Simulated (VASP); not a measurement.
# Hf in VASP: single point with PBE+D3(BJ)

Aim: the single point of Hf with PBE+D3(BJ).

All numbers are computed with VASP 6.6.1; they aren't measurements. Logs are shortened: lines on timing, memory, paths and dates and some standing lists are left out, and cuts for length are marked.

## (1) The cell of the first run

The cell holds a slab with vacuum, 3 atoms: a = 3.091 Å, b = 3.091 Å, c = 21.907 Å, α = 90.00°, β = 90.00°, γ = 120.00°.

## (2) Single point, PBE+D3(BJ)

Contents of INCAR:

```
PREC = Accurate
ENCUT = 400
EDIFF = 1E-6
ISMEAR = 1
SIGMA = 0.1
LREAL = False
LASPH = True
NELM = 120
ALGO = Normal
ISIF = 2
LWAVE = False
LCHARG = True
LDIPOL = True
IDIPOL = 3
DIPOL = 0.5 0.5 0.435
GGA = PE
IVDW = 12
LELF = True
LVHAR = True
LVACPOTAV = True
NBANDS = 22
GGA_COMPAT = False
NELMDL = -8
```

Contents of KPOINTS:

```
regular mesh
0
Gamma
  12 12 1
```

Contents of POSCAR:

```
Hf
1.0
    3.0912746042      0.0000000000      0.0000000000
   -1.5456373021      2.6771223373      0.0000000000
    0.0000000000      0.0000000000     21.9067976071
Hf
3
Direct
    0.6666666667      0.3333333333      0.3195355216
    0.3333333333      0.6666666667      0.4303652295
    0.6666666667      0.3333333333      0.5542919660
```

Potentials or basis: VASP PAW PBE potentials, release 64 (Hf_pv).

Started as:

```sh
$ cat potpaw_PBE.64/Hf_pv/POTCAR > POTCAR
$ mpirun -np 1 vasp_std > vasp.out
```

OUTCAR:

```text
PREC = Accurate
   ENCUT = 400
   EDIFF = 1E-6
   ISMEAR = 1
   LREAL = False
   LASPH = True
   NELM = 120
   ISIF = 2
   GGA = PE
   IVDW = 12
   NELMDL = -8
 IVDW          = 12

 ion  position               nearest neighbor table
   1  0.667  0.333  0.320-   2 3.01   2 3.01   2 3.01
   2  0.333  0.667  0.430-   1 3.01   1 3.01   1 3.01   3 3.25   3 3.25   3 3.25
   3  0.667  0.333  0.554-   2 3.25   2 3.25   2 3.25

  LATTYP: Found a hexagonal cell.
 ALAT       =     3.0912746042
 C/A-ratio  =     7.0866553160

  Lattice vectors:

 A1 = (   3.0912746042,   0.0000000000,   0.0000000000)
 A2 = (  -1.5456373021,   2.6771223373,   0.0000000000)
 A3 = (   0.0000000000,   0.0000000000,  21.9067976071)

Analysis of symmetry for initial positions (statically):
=====================================================================
 Subroutine PRICEL returns:
 Original cell was already a primitive cell.

 Routine SETGRP: Setting up the symmetry group for a
 hexagonal supercell.

 Subroutine GETGRP returns: Found  6 space group operations
 (whereof  6 operations were pure point group operations)
 out of a pool of 24 trial point group operations.

The static configuration has the point symmetry C_3v.

Analysis of symmetry for dynamics (positions and initial velocities):
=====================================================================
 Subroutine PRICEL returns:
 Original cell was already a primitive cell.

 Routine SETGRP: Setting up the symmetry group for a
 hexagonal supercell.

 Subroutine GETGRP returns: Found  6 space group operations
 (whereof  6 operations were pure point group operations)
 out of a pool of 24 trial point group operations.

The dynamic configuration has the point symmetry C_3v.

 Subroutine INISYM returns: Found  6 space group operations
 (whereof  6 operations are pure point group operations),
 and found     1 'primitive' translations

----------------------------------------------------------------------------------------

                                     Primitive cell

  volume of cell :     181.2945

  direct lattice vectors                    reciprocal lattice vectors
     3.091274604  0.000000000  0.000000000     0.323491158  0.186767707  0.000000000
    -1.545637302  2.677122337  0.000000000     0.000000000  0.373535414  0.000000000
     0.000000000  0.000000000 21.906797607     0.000000000  0.000000000  0.045647932

  length of vectors
     3.091274604  3.091274604 21.906797607     0.373535414  0.373535414  0.045647932

  position of ions in fractional coordinates (direct lattice)
     0.666666667  0.333333333  0.319535522
     0.333333333  0.666666667  0.430365229
     0.666666667  0.333333333  0.554291966

  ion indices of the primitive-cell ions
   primitive index   ion index
                 1           1
                 2           2
                 3           3

----------------------------------------------------------------------------------------

 KPOINTS: regular mesh

Automatic generation of k-mesh.
 Grid dimensions read from file:
 generate k-points for:   12   12    1

 Generating k-lattice:

  Cartesian coordinates                     Fractional coordinates (reciprocal lattice)
     0.026957596  0.015563976  0.000000000     0.083333333 -0.000000000  0.000000000
     0.000000000  0.031127951  0.000000000     0.000000000  0.083333333  0.000000000
     0.000000000  0.000000000  0.045647932     0.000000000  0.000000000  1.000000000

  Length of vectors
     0.031127951  0.031127951  0.045647932

  Shift w.r.t. Gamma in fractional coordinates (k-lattice)
     0.000000000  0.000000000  0.000000000

 Subroutine IBZKPT returns following result:
 ===========================================

 Found     19 irreducible k-points:

 Following reciprocal coordinates:
            Coordinates               Weight
  0.000000  0.000000  0.000000      1.000000
  0.083333  0.000000  0.000000      6.000000
  0.166667 -0.000000  0.000000      6.000000
  0.250000  0.000000  0.000000      6.000000
  0.333333  0.000000  0.000000      6.000000
  0.416667  0.000000  0.000000      6.000000
[... 11 lines left out ...]
  0.333333  0.250000  0.000000     12.000000
  0.333333  0.333333  0.000000      2.000000
   k-points           NKPTS =     19   k-points in BZ     NKDIM =     19   number of bands    NBANDS=     22
   number of dos      NEDOS =    301   number of ions     NIONS =      3
   total plane-waves  NPLWV =  57600
   dimension x,y,z NGX =    20 NGY =   20 NGZ =  144
   dimension x,y,z NGXF=    40 NGYF=   40 NGZF=  288
   ions per type =               3
   NGX,Y,Z   is equivalent  to a cutoff of  10.76, 10.76, 10.93 a.u.
   NGXF,Y,Z  is equivalent  to a cutoff of  21.51, 21.51, 21.86 a.u.
 SYSTEM =  unknown system
   PREC   = accura    normal or accurate (medium, high low for compatibility)
   ISTART =      0    job   : 0-new  1-cont  2-samecut
   ICHARG =      2    charge: 1-file 2-atom 10-const
   ISPIN  =      1    spin polarized calculation?
   LNONCOLLINEAR =      F non collinear calculations
   LSORBIT =      F    spin-orbit coupling
   LASPH  =      T    aspherical Exc in radial PAW
   ENCUT  =  400.0 eV  29.40 Ry    5.42 a.u.   5.04  5.04 35.72*2*pi/ulx,y,z
   NELM   =    120;   NELMIN=  2; NELMDL= -8     # of ELM steps
   EDIFF  = 0.1E-05   stopping-criterion for ELM
   LREAL  =      F    real-space projection
   EDIFFG = 0.1E-04   stopping-criterion for IOM
   NSW    =      0    number of steps for IOM
   IBRION =     -1    ionic relax: 0-MD 1-quasi-New 2-CG
   NFREE  =      0    steps in history (QN), initial steepest desc. (CG)
   ISIF   =      2    stress and relaxation
   ISYM   =      2    0-nonsym 1-usesym 2-fastsym
   POTIM  = 0.5000    time-step for ionic-motion
   TEBEG  =    0.0;   TEEND  =   0.0 temperature during run
   PSTRESS=    0.0 pullay stress
   NELECT =      30.0000    total number of electrons
   NUPDOWN=      -1.0000    fix difference up-down
   EMIN   =  10.00;   EMAX   =-10.00  energy-range for DOS
   EFERMI =   0.00;   METHOD = LEGACY
   ISMEAR =     1;   SIGMA  =   0.10  broadening in eV -4-tet -1-fermi 0-gaus
   EFERMI_NEDOS =   21; number of points for ismear=-14 and -15
   IALGO  =     38    algorithm
   IMIX   =      4    mixing-type and parameters
     AMIX     =   0.40;   BMIX     =  1.00
     AMIX_MAG =   1.60;   BMIX_MAG =  1.00
  volume/ion in A,a.u.               =      60.43       407.81
  Fermi-wavevector in a.u.,A,eV,Ry     =   0.898781  1.698449 10.990875  0.807807
  Thomas-Fermi vector in A             =   2.021533
   LORBIT       =      0    0 simple, 1 ext, 2 COOP (PROOUT), +10 PAW based schemes
   GGA     = PE    functional components
   LHFCALC =     F    Hartree Fock is set to
   AEXX    =    0.0000 exact exchange contribution
   IVDW    =    12    specifies the selected vdW correction
   LEPSILON=     F    determine dielectric tensor
   LRPA    =     F    only Hartree local field effects (RPA)
 non-spin polarized calculation
 Methfessel and Paxton  Order N= 1 SIGMA  =   0.10
  energy-cutoff  :      400.00
  volume of cell :      181.29
 maximum number of plane-waves:      3333
   NGX = 11   NGY = 11   NGZ = 71

 dipolmoment           0.000000      0.000000      0.001523 electrons x Angstroem

 number of electron      30.0000001 magnetization

 dipolmoment           0.000000      0.000000     -0.010968 electrons x Angstroem

 Free energy of the ion-electron system (eV)
  ---------------------------------------------------
  ext. energy  EPLUGINS =         0.00000000
  ---------------------------------------------------
  free energy    TOTEN  =       -27.77246441 eV

  energy without entropy =      -27.77141538  energy(sigma->0) =      -27.77211473

 E-fermi :  -0.8362     XC(G=0):  -5.0470

 val. band max:       -0.8522083132   @ k =   0.2500   0.0000   0.0000
 cond. band min:      -0.8324700998   @ k =   0.1667   0.0833   0.0000
 fundamental gap:      0.0197382134
 Fermi energy:        -0.8362397262

 k-point     1 :       0.0000    0.0000    0.0000
  band No.  band energies     occupation
      1     -31.6719      2.00000
      2     -31.5261      2.00000
      3     -31.0436      2.00000
      4     -31.0436      2.00000
      5     -30.9549      2.00000
      6     -30.9549      2.00000
[... 14 lines left out ...]
     21       1.0760     -0.00000
     22       1.0760     -0.00000

 k-point     2 :       0.0833    0.0000    0.0000
  band No.  band energies     occupation
      1     -31.6578      2.00000
      2     -31.5206      2.00000
      3     -31.0984      2.00000
      4     -31.0559      2.00000
      5     -31.0199      2.00000
      6     -30.9680      2.00000
[... 14 lines left out ...]
     21       0.9171     -0.00000
     22       1.2732      0.00000

 k-point     3 :       0.1667   -0.0000    0.0000
  band No.  band energies     occupation
      1     -31.6193      2.00000
      2     -31.5074      2.00000
      3     -31.2435      2.00000
      4     -31.1739      2.00000
      5     -31.0892      2.00000
      6     -31.0035      2.00000
[... 14 lines left out ...]
     21       1.4504      0.00000
     22       1.8445      0.00000

 k-point     4 :       0.2500    0.0000    0.0000
  band No.  band energies     occupation
      1     -31.5723      2.00000
      2     -31.5001      2.00000
      3     -31.4303      2.00000
      4     -31.3656      2.00000
      5     -31.1344      2.00000
      6     -31.0516      2.00000
[... 14 lines left out ...]
     21       2.0865      0.00000
     22       2.2230      0.00000

 k-point     5 :       0.3333    0.0000    0.0000
  band No.  band energies     occupation
      1     -31.6353      2.00000
      2     -31.5846      2.00000
      3     -31.5076      2.00000
      4     -31.4737      2.00000
      5     -31.1791      2.00000
      6     -31.1103      2.00000
[... 292 lines left out ...]
 k-point    17 :       0.2500    0.2500    0.0000
  band No.  band energies     occupation
      1     -31.6696      2.00000
      2     -31.6148      2.00000
      3     -31.5071      2.00000
      4     -31.4298      2.00000
      5     -31.3729      2.00000
      6     -31.3230      2.00000
[... 14 lines left out ...]
     21       2.3934      0.00000
     22       2.8058      0.00000

 k-point    18 :       0.3333    0.2500    0.0000
  band No.  band energies     occupation
      1     -31.6750      2.00000
      2     -31.6219      2.00000
      3     -31.5030      2.00000
      4     -31.4545      2.00000
      5     -31.4157      2.00000
      6     -31.3916      2.00000
[... 14 lines left out ...]
     21       2.8360      0.00000
     22       3.2233      0.00000

 k-point    19 :       0.3333    0.3333    0.0000
  band No.  band energies     occupation
      1     -31.5927      2.00000
      2     -31.5786      2.00000
      3     -31.5319      2.00000
      4     -31.5132      2.00000
      5     -31.4890      2.00000
      6     -31.3978      2.00000
[... 14 lines left out ...]
     21       2.8938      0.00000
     22       3.3083      0.00000

------------------------ aborting loop because EDIFF is reached ----------------------------------------

 Edisp (eV)   -0.92829

 E8    (eV) :    -0.5180

  FORCE on cell =-STRESS in cart. coord.  units (eV):
  Direction    XX          YY          ZZ          XY          YZ          ZX
  --------------------------------------------------------------------------------------
  -------------------------------------------------------------------------------------
  Total      -0.56583    -0.56583    -1.41340     0.00000    -0.00000    -0.00000
  in kB      -5.00045    -5.00045   -12.49079     0.00000    -0.00000    -0.00000
  external pressure =       -7.50 kB  Pullay stress =        0.00 kB

 VOLUME and BASIS-vectors are now :
 -----------------------------------------------------------------------------
  energy-cutoff  :      400.00
  volume of cell :      181.29
      direct lattice vectors                 reciprocal lattice vectors
     3.091274604  0.000000000  0.000000000     0.323491158  0.186767707  0.000000000
    -1.545637302  2.677122337  0.000000000     0.000000000  0.373535414  0.000000000
     0.000000000  0.000000000 21.906797607     0.000000000  0.000000000  0.045647932

 POSITION                                       TOTAL-FORCE (eV/Angst)
 -----------------------------------------------------------------------------------
      1.54564      0.89237      7.00000        -0.000000      0.000000     -0.071552
     -0.00000      1.78475      9.42792         0.000000      0.000000      0.640233
      1.54564      0.89237     12.14276         0.000000      0.000000     -0.568682
 -----------------------------------------------------------------------------------
    total drift:                                0.000000     -0.000000     -0.000908

  FREE ENERGIE OF THE ION-ELECTRON SYSTEM (eV)
  ---------------------------------------------------
  free  energy   TOTEN  =       -28.7007578686 eV

  energy  without entropy=      -28.6997088384  energy(sigma->0) =      -28.70040819

 vacuum level on the upper side and lower side of the slab         3.314         3.562
```

Run time: 1.9 min. Hardware: 1 thread of Intel Xeon 6975P-C (Granite Rapids), shared host; peak memory 0.24 GiB.

What came out:

```
Free energy                : -28.7008 eV
Largest force              : 0.640 eV/Å
Band gap on the k mesh     : zero (band 15 reaches -0.51 eV, above the bottom of band 16 at -1.16 eV)
Dispersion energy per atom : -0.309 eV
```

Forces on the atoms (eV/Å):
```
Hf   0.000  0.000 -0.072
Hf   0.000  0.000  0.640
Hf   0.000  0.000 -0.569
```

Caveat: spin-orbit coupling is left out, which moves the levels of the heavy elements.
